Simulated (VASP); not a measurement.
Ga: single point with LDA

The system is Ga.

```
Ga
1.0
     2.15283    0.00000    0.00000
    -1.07642    1.86441    0.00000
     0.00000    0.00000    3.59341
Ga
2
Direct
  0.33333 0.66667 0.25000
  0.66667 0.33333 0.75000
```

```json
{
  "Program": "VASP 6.6.1",
  "Task": "single point",
  "Functional": "LDA",
  "Potentials or basis": "VASP PAW LDA potentials, release 64 (Ga_d)",
  "Cutoff": "520 eV",
  "k mesh": "20 × 20 × 11",
  "Occupations": "fermi-dirac, width 0.1 eV",
  "Spin": "no spin polarisation"
}
```

```yaml
Pressure: 459.7 GPa
Band_gap_on_the_k_mesh: zero (band 13 reaches 27.28 eV, above the bottom of band 14 at 16.84 eV)
```

Stress tensor (GPa, compression positive):
```
459.79   0.00   0.00
  0.00 459.79   0.00
  0.00   0.00 459.56
```

Levels at points of the mesh, in eV from the Fermi level:
| k point | band 10 | band 11 | band 12 | band 13 | band 14 | band 15 | band 16 | band 17 |
| --- | --- | --- | --- | --- | --- | --- | --- | --- |
| (0.00, 0.00, 0.00) | -17.53 | -17.53 | -12.09 | -6.37 | 18.62 | 20.61 | 20.61 | 20.99 |
| (0.50, 0.00, 0.00) | -17.25 | -11.51 | -9.21 | -0.23 | 0.77 | 3.29 | 4.88 | 8.21 |

It used 35 s of CPU time on 1 thread of Intel(R) Xeon(R) Platinum 8488C (Sapphire Rapids), with other jobs on the host.
